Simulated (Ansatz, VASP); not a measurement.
# One calculation of Al2InAs3, two programs

File INCAR:

```
ALGO = Normal
EDIFF = 1E-6
EDIFFG = -0.04
ENCUT = 600
GGA = PE
IBRION = 2
ISIF = 3
ISMEAR = 0
LASPH = T
LCHARG = F
LREAL = F
LWAVE = F
NELM = 60
NSW = 90
PREC = Accurate
SIGMA = 0.1
```

KPOINTS

```
k-points
0
Gamma
  6 6 2
```

The input POSCAR:

```
Al2InAs3
1.0
    3.9258917900      0.0000000000      0.0000000000
   -1.9629459000      3.3999220300      0.0000000000
    0.0000000000      0.0000000000      9.6164316800
Al In As
2 1 3
Direct
    0.3333333300      0.6666666700      0.6666666700
    0.6666666700      0.3333333300      0.3333333300
    0.0000000000      0.0000000000      0.0000000000
    0.0000000000      0.0000000000      0.7500000000
    0.3333333300      0.6666666700      0.4166666700
    0.6666666700      0.3333333300      0.0833333300
```

Input for Ansatz:

```yaml
crystal:
  lattice:
    - [3.92589179, 0.0, 0.0]
    - [-1.9629459, 3.39992203, 0.0]
    - [0.0, 0.0, 9.61643168]
  atoms:
    - { symbol: Al, position: [0.33333333, 0.66666667, 0.66666667] }
    - { symbol: Al, position: [0.66666667, 0.33333333, 0.33333333] }
    - { symbol: In, position: [0.0, 0.0, 0.0] }
    - { symbol: As, position: [0.0, 0.0, 0.75] }
    - { symbol: As, position: [0.33333333, 0.66666667, 0.41666667] }
    - { symbol: As, position: [0.66666667, 0.33333333, 0.08333333] }
basis:
  ecutwfc: 420
kpoints:
  mp_grid: { grid: [6, 6, 2] }
hamiltonian:
  xc: pbe
scf:
  occupations: { method: gaussian, width: 0.1 }
  lower_state_search: "off"
output:
  forces: true
  stress: true
  eigenvalues: true
relax:
  adjacent_minimum: "off"
  f_tol: 0.04
  max_steps: 70
  cell: { stress_tol: 0.4 }
```

Alike in both runs: task relaxation of cell and atoms; functional PBE; k mesh 6 × 6 × 2; occupations gaussian, width 0.1 eV; no spin polarisation.

|  | VASP | Ansatz |
| --- | --- | --- |
| version | VASP 6.6.1 | Ansatz 0.2.0 |
| potentials or method | VASP PAW PBE potentials, release 64 (Al, In_d, As), cutoff 600 eV | scalar-relativistic, plane waves, PAW |
| valence electrons in the cell | 34 | 64 |

|  | VASP | Ansatz | Ansatz less VASP |
| --- | --- | --- | --- |
| gap on the k mesh at the Fermi level, each at its own relaxed structure (eV) | 0.65 | 0.66 | +0.018 |
| relaxed volume (Å³/atom) | 25.42 | 25.34 | -0.084 |
| relaxed length of the cell vector where the two differ most in proportion (Å) | 4.158 | 4.153 | -0.0056 |

VASP's potentials hold 34 valence electrons a cell and Ansatz's 64, so a difference there can come from the potentials and not from the codes.

Noted on VASP's run: the volume moved by over 15 % at a fixed basis, so the end points are rough.
